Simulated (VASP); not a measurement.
# Si (P6_3/mmc) in VASP: further runs

Si is run at these levels: LDA; tasks: single point.

Program: VASP 6.6.1. These are calculated values, not measurements. Logs are shortened: lines on timing, memory, paths and dates and some standing lists are left out, and cuts for length are marked.

## (1) The cell of the first run

It takes space group P6_3/mmc (No. 194, hexagonal). The conventional cell has a = 3.859 Å, b = 3.859 Å, c = 6.289 Å, α = 90.00°, β = 90.00°, γ = 120.00°. Si (site symmetry 3m) has 4 Si at 2.35 to 2.36 Å within 3.1 Å.

This isn't the form of Si at room conditions, which is diamond.

## (2) Single point, LDA (strain +0.0150 x Voigt [1, 1, 0, 0, 0, 0])

The input, INCAR:

```
PREC = Accurate
ENCUT = 520
EDIFF = 1E-6
ISMEAR = 0
SIGMA = 0.03
LREAL = F
LASPH = T
NELM = 100
ALGO = Normal
ISIF = 2
LWAVE = F
LCHARG = F
GGA = CA
NBANDS = 16
```

The input, KPOINTS:

```
regular mesh
0
Gamma
  12 12 6
```

The input, POSCAR:

```
Si
1.0
    3.8590051059      0.0000000000      0.0000000000
   -1.9295025529      3.3419964550      0.0000000000
    0.0000000000      0.0000000000      6.2891202194
Si
4
Direct
    0.3333333333      0.6666666667      0.0630332926
    0.6666666667      0.3333333333      0.5630332926
    0.3333333333      0.6666666667      0.4369667074
    0.6666666667      0.3333333333      0.9369667074
```

Potentials or basis: VASP PAW LDA potentials, release 64 (Si).

Run with:

```
cat potpaw_LDA.64/Si/POTCAR > POTCAR
mpirun -np 1 vasp_std > vasp.out
```

OUTCAR:

```text
PREC = Accurate
   ENCUT = 520
   EDIFF = 1E-6
   ISMEAR = 0
   LREAL = F
   LASPH = T
   NELM = 100
   ISIF = 2
   GGA = CA

 ion  position               nearest neighbor table
   1  0.333  0.667  0.063-   3 2.35   4 2.36   4 2.36   4 2.36
   2  0.667  0.333  0.563-   4 2.35   3 2.36   3 2.36   3 2.36
   3  0.333  0.667  0.437-   1 2.35   2 2.36   2 2.36   2 2.36
   4  0.667  0.333  0.937-   2 2.35   1 2.36   1 2.36   1 2.36

  LATTYP: Found a hexagonal cell.
 ALAT       =     3.8590051059
 C/A-ratio  =     1.6297258093

  Lattice vectors:

 A1 = (   3.8590051059,   0.0000000000,   0.0000000000)
 A2 = (  -1.9295025529,   3.3419964550,   0.0000000000)
 A3 = (   0.0000000000,   0.0000000000,   6.2891202194)

Analysis of symmetry for initial positions (statically):
=====================================================================
 Subroutine PRICEL returns:
 Original cell was already a primitive cell.

 Routine SETGRP: Setting up the symmetry group for a
 hexagonal supercell.

 Subroutine GETGRP returns: Found 24 space group operations
 (whereof 12 operations were pure point group operations)
 out of a pool of 24 trial point group operations.

The static configuration has the point symmetry D_3d.
 The point group associated with its full space group is D_6h.

Analysis of symmetry for dynamics (positions and initial velocities):
=====================================================================
 Subroutine PRICEL returns:
 Original cell was already a primitive cell.

 Routine SETGRP: Setting up the symmetry group for a
 hexagonal supercell.

 Subroutine GETGRP returns: Found 24 space group operations
 (whereof 12 operations were pure point group operations)
 out of a pool of 24 trial point group operations.

The dynamic configuration has the point symmetry D_3d.
 The point group associated with its full space group is D_6h.

 Subroutine INISYM returns: Found 24 space group operations
 (whereof 12 operations are pure point group operations),
 and found     1 'primitive' translations

----------------------------------------------------------------------------------------

                                     Primitive cell

  volume of cell :      81.1094

  direct lattice vectors                    reciprocal lattice vectors
[... 91 lines left out ...]
   EDIFF  = 0.1E-05   stopping-criterion for ELM
   LREAL  =      F    real-space projection
   EDIFFG = 0.1E-04   stopping-criterion for IOM
   NSW    =      0    number of steps for IOM
   IBRION =     -1    ionic relax: 0-MD 1-quasi-New 2-CG
   NFREE  =      0    steps in history (QN), initial steepest desc. (CG)
   ISIF   =      2    stress and relaxation
   ISYM   =      2    0-nonsym 1-usesym 2-fastsym
   POTIM  = 0.5000    time-step for ionic-motion
   TEBEG  =    0.0;   TEEND  =   0.0 temperature during run
   PSTRESS=    0.0 pullay stress
   NELECT =      16.0000    total number of electrons
   NUPDOWN=      -1.0000    fix difference up-down
   EMIN   =  10.00;   EMAX   =-10.00  energy-range for DOS
   EFERMI =   0.00;   METHOD = LEGACY
   ISMEAR =     0;   SIGMA  =   0.03  broadening in eV -4-tet -1-fermi 0-gaus
   EFERMI_NEDOS =   21; number of points for ismear=-14 and -15
   IALGO  =     38    algorithm
   IMIX   =      4    mixing-type and parameters
     AMIX     =   0.40;   BMIX     =  1.00
     AMIX_MAG =   1.60;   BMIX_MAG =  1.00
  volume/ion in A,a.u.               =      20.28       136.84
  Fermi-wavevector in a.u.,A,eV,Ry     =   0.952996  1.800901 12.356830  0.908201
  Thomas-Fermi vector in A             =   2.081610
   LORBIT       =      0    0 simple, 1 ext, 2 COOP (PROOUT), +10 PAW based schemes
   GGA     = CA    functional components
   LHFCALC =     F    Hartree Fock is set to
   AEXX    =    0.0000 exact exchange contribution
   IVDW    =     0    specifies the selected vdW correction
   LEPSILON=     F    determine dielectric tensor
   LRPA    =     F    only Hartree local field effects (RPA)
 non-spin polarized calculation
 Gauss-broadening in eV      SIGMA  =   0.03
  energy-cutoff  :      520.00
  volume of cell :       81.11
 maximum number of plane-waves:      2205
 NGX is ok and might be reduce to    30
   NGX = 15   NGY = 15   NGZ = 23

 number of electron      16.0000000 magnetization

 Free energy of the ion-electron system (eV)
  ---------------------------------------------------
  ext. energy  EPLUGINS =         0.00000000
  ---------------------------------------------------
  free energy    TOTEN  =       -23.77281368 eV

  energy without entropy =      -23.77281368  energy(sigma->0) =      -23.77281368

 E-fermi :   6.0142     XC(G=0):  -9.5529

 val. band max:        5.8949841452   @ k =   0.0000   0.0000   0.0000
 cond. band min:       6.1592314043   @ k =   0.5000  -0.0000   0.0000
 fundamental gap:      0.2642472591
 Fermi energy:         6.0141579305

 k-point     1 :       0.0000    0.0000    0.0000
  band No.  band energies     occupation
      1      -6.2456      2.00000
      2      -3.8779      2.00000
      3      -1.3320      2.00000
      4       4.3151      2.00000
      5       4.3151      2.00000
      6       5.5590      2.00000
[... 433 lines left out ...]
      3      -1.1450      2.00000
      4       1.1944      2.00000
      5       1.3105      2.00000
      6       3.1537      2.00000
[... 8 lines left out ...]
     15      12.8358      0.00000
     16      12.9007      0.00000

 [... further k-points ...]

------------------------ aborting loop because EDIFF is reached ----------------------------------------

  FORCE on cell =-STRESS in cart. coord.  units (eV):
  Direction    XX          YY          ZZ          XY          YZ          ZX
  --------------------------------------------------------------------------------------
  -------------------------------------------------------------------------------------
  Total       -1.8622826     -1.8622826     -0.2457341     -0.0000000     -0.0000000      0.0000000
  in kB      -36.7862010    -36.7862010     -4.8540556     -0.0000000     -0.0000000      0.0000000
  external PRESSURE =     -26.1421525 kB  Pullay stress =       0.0000000 kB

 VOLUME and BASIS-vectors are now :
 -----------------------------------------------------------------------------
  energy-cutoff  :      520.00
  volume of cell :       81.11
      direct lattice vectors                 reciprocal lattice vectors
     3.859005106  0.000000000  0.000000000     0.259134148  0.149611170  0.000000000
    -1.929502553  3.341996455  0.000000000     0.000000000  0.299222340  0.000000000
     0.000000000  0.000000000  6.289120219     0.000000000  0.000000000  0.159004752

 POSITION                                       TOTAL-FORCE (eV/Angst)
 -----------------------------------------------------------------------------------
     -0.00000      2.22800      0.39642         0.000000      0.000000     -0.162257
      1.92950      1.11400      3.54098        -0.000000     -0.000000     -0.162257
     -0.00000      2.22800      2.74814         0.000000     -0.000000      0.162257
      1.92950      1.11400      5.89270         0.000000     -0.000000      0.162257
 -----------------------------------------------------------------------------------
    total drift:                               -0.000000      0.000000     -0.000000

  FREE ENERGIE OF THE ION-ELECTRON SYSTEM (eV)
  ---------------------------------------------------
  free  energy   TOTEN  =       -23.7728136848 eV

  energy  without entropy=      -23.7728136848  energy(sigma->0) =      -23.77281368
```

OSZICAR:

```text
N       E                     dE             d eps       ncg     rms          rms(c)
DAV:   1     0.246749392028E+02    0.24675E+02   -0.59295E+03  2432   0.816E+02
DAV:   2    -0.222790507173E+02   -0.46954E+02   -0.43072E+02  3280   0.122E+02
DAV:   3    -0.242549806542E+02   -0.19759E+01   -0.19307E+01  3312   0.232E+01
DAV:   4    -0.242806979293E+02   -0.25717E-01   -0.25705E-01  2992   0.334E+00
DAV:   5    -0.242811712027E+02   -0.47327E-03   -0.47322E-03  3312   0.436E-01    0.696E+00
DAV:   6    -0.239333024086E+02    0.34787E+00   -0.13434E-01  2792   0.169E+00    0.417E+00
DAV:   7    -0.237724659657E+02    0.16084E+00   -0.26341E-01  2912   0.240E+00    0.277E-01
DAV:   8    -0.237728669541E+02   -0.40099E-03   -0.21044E-02  2904   0.738E-01    0.957E-02
DAV:   9    -0.237727798540E+02    0.87100E-04   -0.61795E-04  3304   0.134E-01    0.828E-02
DAV:  10    -0.237728128576E+02   -0.33004E-04   -0.69434E-05  3016   0.444E-02    0.771E-02
DAV:  11    -0.237728136848E+02   -0.82725E-06   -0.53296E-06  3048   0.125E-02
   1 F= -.23772814E+02 E0= -.23772814E+02  d E =-.549580E-11
```

stdout:

```text
POSCAR found type information on POSCAR Si
 POSCAR found :  1 types and       4 ions
 scaLAPACK will be used
 LDA part: xc-table for (Slater(with rela. corr.)+CA(PZ))
 , standard interpolation
 POSCAR, INCAR and KPOINTS ok, starting setup
 FFT: planning ... GRIDC
 FFT: planning ... GRID_SOFT
 FFT: planning ... GRID
 WAVECAR not read
 entering main loop
```

Run time: 90 s. Hardware: 1 thread of Intel Xeon 8259CL, shared host; peak memory 0.2 GiB.

What came out:

- Free energy: -23.7728 eV
- Pressure: -2.6 GPa
- Largest force: 0.162 eV/Å
- Band gap on the k mesh: 0.26 eV (least direct gap 0.75 eV)

Forces in eV/Å, atoms in the order of the input:
```
Si   0.000  0.000 -0.162
Si   0.000  0.000 -0.162
Si   0.000  0.000  0.162
Si   0.000  0.000  0.162
```

Stress tensor (GPa, compression positive):
```
-3.68  0.00  0.00
 0.00 -3.68  0.00
 0.00  0.00 -0.49
```

Levels at points of the mesh, in eV from the valence-band top:
```
           k point  band 6  band 7  band 8  band 9  band 10  band 11
(0.00, 0.00, 0.00)   -0.34    0.00    0.00    0.75     1.88     1.88
(0.50, 0.00, 0.00)   -3.08   -3.02   -1.40    0.26     2.26     2.93
(0.00, 0.00, 0.50)   -0.97   -0.97   -0.97    1.58     1.58     2.89
(0.50, 0.00, 0.50)   -2.43   -2.41   -2.41    0.81     0.81     1.65
```

Caveat: the cell differs from its parent crystal (strain +0.0150 x Voigt [1, 1, 0, 0, 0, 0]). A k mesh can miss the band edges.

## (3) Single point, LDA (strain +0.0300 x Voigt [1, 1, 0, 0, 0, 0])

The input, INCAR:

```
ALGO = Normal
EDIFF = 1E-7
ENCUT = 520
GGA = CA
ISIF = 2
ISMEAR = 0
LASPH = T
LCHARG = F
LREAL = F
LWAVE = F
NBANDS = 16
NELM = 100
PREC = Accurate
SIGMA = 0.03
```

The input, KPOINTS:

```
k-points
0
Gamma
  12 12 6
```

POSCAR: that of step 2 with these lines changed.

```diff
@@ -2,4 +2,4 @@
 1.0
-    3.8590051059      0.0000000000      0.0000000000
-   -1.9295025529      3.3419964550      0.0000000000
+    3.9160347380      0.0000000000      0.0000000000
+   -1.9580173690      3.3913855652      0.0000000000
     0.0000000000      0.0000000000      6.2891202194
```

Potentials or basis: VASP PAW LDA potentials, release 64 (Si).

Run with:

```
cat potpaw_LDA.64/Si/POTCAR > POTCAR
mpirun -np 1 vasp_std > vasp.out
```

It took 1.7 min on 1 thread of Intel Xeon 8259CL, shared host; peak memory 0.21 GiB.

It converged, with:

```
Free energy            : -23.6930 eV
Pressure               : -4.9 GPa
Largest force          : 0.297 eV/Å
Band gap on the k mesh : 0.25 eV (least direct gap 0.52 eV)
```

Forces on the atoms (eV/Å):
```
Si   0.000  0.000 -0.297
Si   0.000  0.000 -0.297
Si   0.000  0.000  0.297
Si   0.000  0.000  0.297
```

Stress tensor (GPa, compression positive):
```
-6.85  0.00  0.00
 0.00 -6.85  0.00
 0.00  0.00 -0.90
```

Levels at points of the mesh, in eV from the valence-band top:
| k point | band 5 | band 6 | band 7 | band 8 | band 9 | band 10 | band 11 | band 12 |
| --- | --- | --- | --- | --- | --- | --- | --- | --- |
| (0.00, 0.00, 0.00) | -1.61 | -0.32 | 0.00 | 0.00 | 0.52 | 1.81 | 1.81 | 2.65 |
| (0.50, 0.00, 0.00) | -4.57 | -3.05 | -2.94 | -1.34 | 0.25 | 2.23 | 2.95 | 2.98 |
| (0.00, 0.00, 0.50) | -1.00 | -1.00 | -1.00 | -1.00 | 1.38 | 1.38 | 2.85 | 2.85 |
| (0.50, 0.00, 0.50) | -2.39 | -2.39 | -2.32 | -2.32 | 0.80 | 0.80 | 1.75 | 1.75 |

Caveat: the cell differs from its parent crystal (strain +0.0300 x Voigt [1, 1, 0, 0, 0, 0]); the cell stands under tension. A k mesh can miss the band edges.

## (4) Single point, LDA (strain +0.0450 x Voigt [1, 1, 0, 0, 0, 0])

The input, INCAR:

```
PREC = Accurate
ENCUT = 520
EDIFF = 1E-6
ISMEAR = 0
SIGMA = 0.03
LREAL = False
LASPH = True
NELM = 60
ALGO = Normal
ISIF = 2
LWAVE = False
LCHARG = False
GGA = CA
NBANDS = 16
```

The input, KPOINTS:

```
Automatic mesh
0
Gamma
  12 12 6
```

POSCAR: that of step 3 with these lines changed.

```diff
@@ -2,4 +2,4 @@
 1.0
-    3.9160347380      0.0000000000      0.0000000000
-   -1.9580173690      3.3913855652      0.0000000000
+    3.9730643701      0.0000000000      0.0000000000
+   -1.9865321850      3.4407746754      0.0000000000
     0.0000000000      0.0000000000      6.2891202194
```

Run with:

```
cat potpaw_LDA.64/Si/POTCAR > POTCAR
mpirun -np 1 vasp_std > vasp.out
```

Wall time 91 s (1 thread of Intel Xeon 8259CL, shared host); peak memory 0.21 GiB.

It converged, with:

| Property | Result |
| --- | --- |
| Free energy | -23.5674 eV |
| Pressure | -6.7 GPa |
| Largest force | 0.406 eV/Å |
| Band gap on the k mesh | 0.24 eV (least direct gap 0.29 eV) |

Forces in eV/Å, atoms in the order of the input:
```
Si   0.000  0.000 -0.406
Si   0.000  0.000 -0.406
Si   0.000  0.000  0.406
Si   0.000  0.000  0.406
```

Stress tensor (GPa, compression positive):
```
-9.51  0.00  0.00
 0.00 -9.51  0.00
 0.00  0.00 -1.21
```

Levels at points of the mesh, in eV from the valence-band top:
```csv
k point,band 5,band 6,band 7,band 8,band 9,band 10,band 11,band 12
"(0.00, 0.00, 0.00)",-1.65,-0.32,0.00,0.00,0.29,1.74,1.74,2.39
"(0.50, 0.00, 0.00)",-4.48,-3.03,-2.88,-1.28,0.24,2.19,2.89,3.02
"(0.00, 0.00, 0.50)",-1.02,-1.02,-1.02,-1.02,1.19,1.19,2.80,2.80
"(0.50, 0.00, 0.50)",-2.36,-2.36,-2.23,-2.23,0.79,0.79,1.84,1.84
```

Caveat: the cell differs from its parent crystal (strain +0.0450 x Voigt [1, 1, 0, 0, 0, 0]); the cell stands under tension.

## (5) Overview

| cell | gap on the mesh (eV) | pressure (GPa) | largest force (eV/Å) |
| --- | --- | --- | --- |
| a = 3.859, b = 3.859, c = 6.289 Å, angles 90.0, 90.0, 120.0°, 4 atoms | 0.26 | -2.6 | 0.16 |
| a = 3.916, b = 3.916, c = 6.289 Å, angles 90.0, 90.0, 120.0°, 4 atoms | 0.25 | -4.9 | 0.30 |
| a = 3.973, b = 3.973, c = 6.289 Å, angles 90.0, 90.0, 120.0°, 4 atoms | 0.24 | -6.7 | 0.41 |

Alike in all rows: task single point; level LDA; potentials or basis VASP PAW LDA potentials, release 64 (Si); no spin polarisation; k mesh 12 × 12 × 6; cutoff (eV) 520; smearing gaussian 0.03 eV.

Caveats: the cell stands under tension (at least some runs).

Total energies depend on the potentials used, so only differences within one code and one set of settings carry meaning.
